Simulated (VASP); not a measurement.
# LiCl (Fm-3m) in VASP: a series of runs

LiCl is run at these levels: r2SCAN; tasks: single point, relaxation of cell and atoms.

All numbers are computed with VASP 6.6.1; they aren't measurements. Logs are shortened: lines on timing, memory, paths and dates and some standing lists are left out, and cuts for length are marked.

## (1) The cell of the first run

The structure is cubic, space group Fm-3m (No. 225). Conventional cell: a = 5.163 Å, b = 5.163 Å, c = 5.163 Å, α = 90.00°, β = 90.00°, γ = 90.00°. Li (site symmetry m-3m) has 6 Cl at 2.58 Å within 3.4 Å. Cl (site symmetry m-3m) has 6 Li at 2.58 Å within 3.4 Å.

## (2) Single point, r2SCAN (volume scaled by 1.03)

POSCAR

```
LiCl
1.0
    0.0000000000      2.5815130558      2.5815130558
    2.5815130558      0.0000000000      2.5815130558
    2.5815130558      2.5815130558      0.0000000000
Li Cl
1 1
Direct
    0.0000000000      0.0000000000      0.0000000000
    0.5000000000      0.5000000000      0.5000000000
```

INCAR.step1

```
ALGO = Normal
EDIFF = 1E-4
ENCUT = 520
GGA = PE
ISMEAR = 0
LASPH = True
LCHARG = False
LREAL = False
LWAVE = True
NBANDS = 12
NELM = 80
PREC = Accurate
SIGMA = 0.02
```

INCAR.step2

```
ALGO = Normal
EDIFF = 1E-6
ENCUT = 520
ISIF = 2
ISMEAR = 0
ISTART = 1
LASPH = True
LCHARG = True
LELF = True
LMIXTAU = True
LREAL = False
LVHAR = True
LWAVE = False
METAGGA = R2SCAN
NBANDS = 12
NELM = 80
PREC = Accurate
SIGMA = 0.02
```

KPOINTS

```
k-points
0
Gamma
  8 8 8
```

Potentials or basis: VASP PAW PBE potentials, release 64 (Li_sv, Cl).

Run with:

```bash
$ cat potpaw_PBE.64/Li_sv/POTCAR potpaw_PBE.64/Cl/POTCAR > POTCAR
$ cp INCAR.step1 INCAR
$ mpirun -np 1 vasp_std > vasp.out
$ cp INCAR.step2 INCAR
$ mpirun -np 1 vasp_std > vasp.out
```

OUTCAR:

```text
EDIFF = 1E-6
   ENCUT = 520
   ISIF = 2
   ISMEAR = 0
   ISTART = 1
   LASPH = True
   LREAL = False
   METAGGA = R2SCAN
   NELM = 80
   PREC = Accurate

 ion  position               nearest neighbor table
   1  0.000  0.000  0.000-   2 2.58   2 2.58   2 2.58   2 2.58   2 2.58   2 2.58
   2  0.500  0.500  0.500-   1 2.58   1 2.58   1 2.58   1 2.58   1 2.58   1 2.58

  LATTYP: Found a face centered cubic cell.
 ALAT       =     5.1630261116

  Lattice vectors:

 A1 = (   0.0000000000,   2.5815130558,   2.5815130558)
 A2 = (   2.5815130558,   0.0000000000,   2.5815130558)
 A3 = (   2.5815130558,   2.5815130558,   0.0000000000)

Analysis of symmetry for initial positions (statically):
=====================================================================
 Subroutine PRICEL returns:
 Original cell was already a primitive cell.

 Routine SETGRP: Setting up the symmetry group for a
 face centered cubic supercell.

 Subroutine GETGRP returns: Found 48 space group operations
 (whereof 48 operations were pure point group operations)
 out of a pool of 48 trial point group operations.

The static configuration has the point symmetry O_h .

Analysis of symmetry for dynamics (positions and initial velocities):
=====================================================================
 Subroutine PRICEL returns:
 Original cell was already a primitive cell.

 Routine SETGRP: Setting up the symmetry group for a
 face centered cubic supercell.

 Subroutine GETGRP returns: Found 48 space group operations
 (whereof 48 operations were pure point group operations)
 out of a pool of 48 trial point group operations.

The dynamic configuration has the point symmetry O_h .

 Subroutine INISYM returns: Found 48 space group operations
 (whereof 48 operations are pure point group operations),
 and found     1 'primitive' translations

----------------------------------------------------------------------------------------

                                     Primitive cell

  volume of cell :      34.4075

  direct lattice vectors                    reciprocal lattice vectors
     0.000000000  2.581513056  2.581513056    -0.193684862  0.193684862  0.193684862
     2.581513056  0.000000000  2.581513056     0.193684862 -0.193684862  0.193684862
     2.581513056  2.581513056  0.000000000     0.193684862  0.193684862 -0.193684862

  length of vectors
     3.650810775  3.650810775  3.650810775     0.335472022  0.335472022  0.335472022

  position of ions in fractional coordinates (direct lattice)
     0.000000000  0.000000000  0.000000000
     0.500000000  0.500000000  0.500000000

  ion indices of the primitive-cell ions
   primitive index   ion index
                 1           1
                 2           2

----------------------------------------------------------------------------------------

 KPOINTS: k-points

Automatic generation of k-mesh.
 Grid dimensions read from file:
 generate k-points for:    8    8    8

 Generating k-lattice:

  Cartesian coordinates                     Fractional coordinates (reciprocal lattice)
    -0.024210608  0.024210608  0.024210608     0.125000000  0.000000000  0.000000000
     0.024210608 -0.024210608  0.024210608     0.000000000  0.125000000  0.000000000
     0.024210608  0.024210608 -0.024210608     0.000000000  0.000000000  0.125000000

  Length of vectors
     0.041934003  0.041934003  0.041934003

  Shift w.r.t. Gamma in fractional coordinates (k-lattice)
     0.000000000  0.000000000  0.000000000

 Subroutine IBZKPT returns following result:
 ===========================================

 Found     29 irreducible k-points:

 Following reciprocal coordinates:
            Coordinates               Weight
  0.000000  0.000000  0.000000      1.000000
  0.125000  0.000000  0.000000      8.000000
  0.250000  0.000000  0.000000      8.000000
  0.375000  0.000000  0.000000      8.000000
  0.500000  0.000000  0.000000      4.000000
  0.125000  0.125000  0.000000      6.000000
[... 16 lines left out ...]
  0.500000  0.250000  0.125000     48.000000
 -0.375000  0.250000  0.125000     24.000000
 [... further k-points ...]
   k-points           NKPTS =     29   k-points in BZ     NKDIM =     29   number of bands    NBANDS=     12
   number of dos      NEDOS =    301   number of ions     NIONS =      2
   total plane-waves  NPLWV =  21952
   dimension x,y,z NGX =    28 NGY =   28 NGZ =   28
   dimension x,y,z NGXF=    56 NGYF=   56 NGZF=   56
   ions per type =               1   1
   NGX,Y,Z   is equivalent  to a cutoff of  12.75, 12.75, 12.75 a.u.
   NGXF,Y,Z  is equivalent  to a cutoff of  25.50, 25.50, 25.50 a.u.
 SYSTEM =  unknown system
   PREC   = accura    normal or accurate (medium, high low for compatibility)
   ISTART =      1    job   : 0-new  1-cont  2-samecut
   ICHARG =      0    charge: 1-file 2-atom 10-const
   ISPIN  =      1    spin polarized calculation?
   LNONCOLLINEAR =      F non collinear calculations
   LSORBIT =      F    spin-orbit coupling
   LASPH  =      T    aspherical Exc in radial PAW
   ENCUT  =  520.0 eV  38.22 Ry    6.18 a.u.   6.79  6.79  6.79*2*pi/ulx,y,z
   NELM   =     80;   NELMIN=  2; NELMDL=  0     # of ELM steps
   EDIFF  = 0.1E-05   stopping-criterion for ELM
   LREAL  =      F    real-space projection
   EDIFFG = 0.1E-04   stopping-criterion for IOM
   NSW    =      0    number of steps for IOM
   IBRION =     -1    ionic relax: 0-MD 1-quasi-New 2-CG
   NFREE  =      0    steps in history (QN), initial steepest desc. (CG)
   ISIF   =      2    stress and relaxation
   ISYM   =      2    0-nonsym 1-usesym 2-fastsym
   POTIM  = 0.5000    time-step for ionic-motion
   TEBEG  =    0.0;   TEEND  =   0.0 temperature during run
   PSTRESS=    0.0 pullay stress
   NELECT =      10.0000    total number of electrons
   NUPDOWN=      -1.0000    fix difference up-down
   EMIN   =  10.00;   EMAX   =-10.00  energy-range for DOS
   EFERMI =   0.00;   METHOD = LEGACY
   ISMEAR =     0;   SIGMA  =   0.02  broadening in eV -4-tet -1-fermi 0-gaus
   EFERMI_NEDOS =   21; number of points for ismear=-14 and -15
   IALGO  =     38    algorithm
   IMIX   =      4    mixing-type and parameters
     AMIX     =   0.40;   BMIX     =  1.00
     AMIX_MAG =   1.60;   BMIX_MAG =  1.00
  volume/ion in A,a.u.               =      17.20       116.10
  Fermi-wavevector in a.u.,A,eV,Ry     =   1.084402  2.049224 15.999482  1.175929
  Thomas-Fermi vector in A             =   2.220492
   LORBIT       =      0    0 simple, 1 ext, 2 COOP (PROOUT), +10 PAW based schemes
   METAGGA = R2SCAN    functional components
   LHFCALC =     F    Hartree Fock is set to
   AEXX    =    0.0000 exact exchange contribution
   IVDW    =     0    specifies the selected vdW correction
   LEPSILON=     F    determine dielectric tensor
   LRPA    =     F    only Hartree local field effects (RPA)
 non-spin polarized calculation
 Gauss-broadening in eV      SIGMA  =   0.02
  energy-cutoff  :      520.00
  volume of cell :       34.41
 maximum number of plane-waves:       941
   NGX = 13   NGY = 13   NGZ = 13

 number of electron      10.0000010 magnetization

 Free energy of the ion-electron system (eV)
  ---------------------------------------------------
  ext. energy  EPLUGINS =         0.00000000
  ---------------------------------------------------
  free energy    TOTEN  =       -12.58214077 eV

  energy without entropy =      -12.58214077  energy(sigma->0) =      -12.58214077

 E-fermi :   0.2405     XC(G=0):  -9.0724

 val. band max:        0.0434438433   @ k =   0.0000   0.0000   0.0000
 cond. band min:       7.2180630939   @ k =   0.0000   0.0000   0.0000
 fundamental gap:      7.1746192506
 Fermi energy:         0.2404775163

 k-point     1 :       0.0000    0.0000    0.0000
  band No.  band energies     occupation
      1     -44.8064      2.00000
      2     -13.8713      2.00000
      3       0.0434      2.00000
      4       0.0434      2.00000
      5       0.0434      2.00000
      6       7.2181      0.00000
      7      12.6899      0.00000
      8      12.6899      0.00000
      9      12.6899      0.00000
     10      15.3729      0.00000
     11      15.3729      0.00000
     12      15.7770      0.00000

 k-point     2 :       0.1250    0.0000    0.0000
  band No.  band energies     occupation
      1     -44.8059      2.00000
      2     -13.7970      2.00000
      3      -0.4616      2.00000
      4       0.0016      2.00000
      5       0.0016      2.00000
      6       7.6681      0.00000
      7      11.9422      0.00000
      8      12.6531      0.00000
      9      12.6532      0.00000
     10      13.9738      0.00000
     11      13.9739      0.00000
     12      16.2014      0.00000

 k-point     3 :       0.2500    0.0000    0.0000
  band No.  band energies     occupation
      1     -44.8051      2.00000
      2     -13.6082      2.00000
      3      -1.4941      2.00000
      4      -0.0951      2.00000
      5      -0.0951      2.00000
      6       8.0638      0.00000
      7      11.5583      0.00000
      8      11.5585      0.00000
      9      11.8346      0.00000
     10      14.7691      0.00000
     11      14.7691      0.00000
     12      16.7486      0.00000
[... 286 lines left out ...]
 k-point    23 :       0.5000    0.2500    0.1250
  band No.  band energies     occupation
      1     -44.8039      2.00000
      2     -13.2790      2.00000
      3      -2.2216      2.00000
      4      -1.1388      2.00000
      5      -0.4440      2.00000
      6       9.2106      0.00000
      7      10.2398      0.00000
      8      11.1968      0.00000
      9      12.3018      0.00000
     10      15.3776      0.00000
     11      18.4674      0.00000
     12      18.9250      0.00000

 k-point    24 :      -0.3750    0.2500    0.1250
  band No.  band energies     occupation
      1     -44.8037      2.00000
      2     -13.2028      2.00000
      3      -2.4509      2.00000
      4      -1.2322      2.00000
      5      -0.5311      2.00000
      6       9.0182      0.00000
      7      10.1786      0.00000
      8      11.4307      0.00000
      9      12.6664      0.00000
     10      16.4458      0.00000
     11      17.2281      0.00000
     12      19.1055      0.00000

 [... further k-points ...]

------------------------ aborting loop because EDIFF is reached ----------------------------------------

  FORCE on cell =-STRESS in cart. coord.  units (eV):
  Direction    XX          YY          ZZ          XY          YZ          ZX
  --------------------------------------------------------------------------------------
  -------------------------------------------------------------------------------------
  Total       -0.3279591     -0.3279591     -0.3279591      0.0000000      0.0000000     -0.0000000
  in kB      -15.2713473    -15.2713473    -15.2713473      0.0000000      0.0000000     -0.0000000
  external PRESSURE =     -15.2713473 kB  Pullay stress =       0.0000000 kB

 VOLUME and BASIS-vectors are now :
 -----------------------------------------------------------------------------
  energy-cutoff  :      520.00
  volume of cell :       34.41
      direct lattice vectors                 reciprocal lattice vectors
     0.000000000  2.581513056  2.581513056    -0.193684862  0.193684862  0.193684862
     2.581513056  0.000000000  2.581513056     0.193684862 -0.193684862  0.193684862
     2.581513056  2.581513056  0.000000000     0.193684862  0.193684862 -0.193684862

 POSITION                                       TOTAL-FORCE (eV/Angst)
 -----------------------------------------------------------------------------------
      0.00000      0.00000      0.00000         0.000000     -0.000000      0.000000
      2.58151      2.58151      2.58151        -0.000000      0.000000     -0.000000
 -----------------------------------------------------------------------------------
    total drift:                                0.000000      0.000000      0.000000

  FREE ENERGIE OF THE ION-ELECTRON SYSTEM (eV)
  ---------------------------------------------------
  free  energy   TOTEN  =       -12.5821407742 eV

  energy  without entropy=      -12.5821407742  energy(sigma->0) =      -12.58214077
```

Wall time 37 s (1 thread of Intel Xeon Platinum 8488C (Sapphire Rapids), shared host); peak memory 0.15 GiB.

Results:

- Free energy: -12.5821 eV
- Band gap on the k mesh: 7.17 eV, direct

Caveat: the cutoff is under 1.25 times the usual one of these potentials, so pressure, stress and relaxed cells hold a basis-set (Pulay) error; the PAW data sets were made with another functional, which shifts forces and pressure a little. A k mesh can miss the band edges.

## (3) Single point, r2SCAN (volume scaled by 1.06)

POSCAR

```
LiCl
1.0
    0.0000000000      2.6063368195      2.6063368195
    2.6063368195      0.0000000000      2.6063368195
    2.6063368195      2.6063368195      0.0000000000
Li Cl
1 1
Direct
    0.0000000000      0.0000000000      0.0000000000
    0.5000000000      0.5000000000      0.5000000000
```

INCAR.step1

```
SYSTEM = LiCl
PREC = Accurate ; ENCUT = 520
ISMEAR = 0 ; SIGMA = 0.02
LREAL = .False. ; LASPH = .True.
NELM = 100 ; NBANDS = 12
GGA = PE ; ALGO = Normal
EDIFF = 1E-4 ; LWAVE = .True.
LCHARG = .False.
```

INCAR.step2

```
SYSTEM = LiCl
PREC = Accurate ; ENCUT = 520
EDIFF = 1E-7 ; ISMEAR = 0
SIGMA = 0.02 ; LREAL = .False.
LASPH = .True. ; NELM = 100
ALGO = Normal ; ISIF = 2
LWAVE = .False. ; LCHARG = .False.
METAGGA = R2SCAN ; LMIXTAU = .True.
NBANDS = 12 ; ISTART = 1
```

KPOINTS

```
regular mesh
0
Gamma
  8 8 8
  0 0 0
```

Potentials or basis: VASP PAW PBE potentials, release 64 (Li_sv, Cl).

Run with:

```bash
$ cat potpaw_PBE.64/Li_sv/POTCAR potpaw_PBE.64/Cl/POTCAR > POTCAR
$ cp INCAR.step1 INCAR
$ mpirun -np 1 vasp_std > vasp.out
$ cp INCAR.step2 INCAR
$ mpirun -np 1 vasp_std > vasp.out
```

It took 39 s on 1 thread of Intel Xeon Platinum 8488C (Sapphire Rapids), shared host; peak memory 0.15 GiB.

The run converged. Its results:

```yaml
Free_energy: -12.5704 eV
Band_gap_on_the_k_mesh: 7.01 eV, direct
```

Levels at points of the mesh, in eV from the valence-band top:
```
           k point  band 1  band 2  band 3  band 4  band 5  band 6  band 7  band 8  band 9  band 10
(0.00, 0.00, 0.00)  -44.90  -13.82    0.00    0.00    0.00    7.01   12.62   12.62   12.62    15.25
(0.50, 0.00, 0.00)  -44.90  -13.30   -2.65   -0.25   -0.25    7.48   10.29   10.29   13.70    17.77
(0.50, 0.50, 0.00)  -44.90  -13.08   -2.72   -1.04   -1.04    8.67    8.99   13.14   15.03    15.03
```

Caveat: the cutoff is under 1.25 times the usual one of these potentials, so pressure, stress and relaxed cells hold a basis-set (Pulay) error; the PAW data sets were made with another functional, which shifts forces and pressure a little. A k mesh can miss the band edges.

(Part 1 of 2 ends here.)
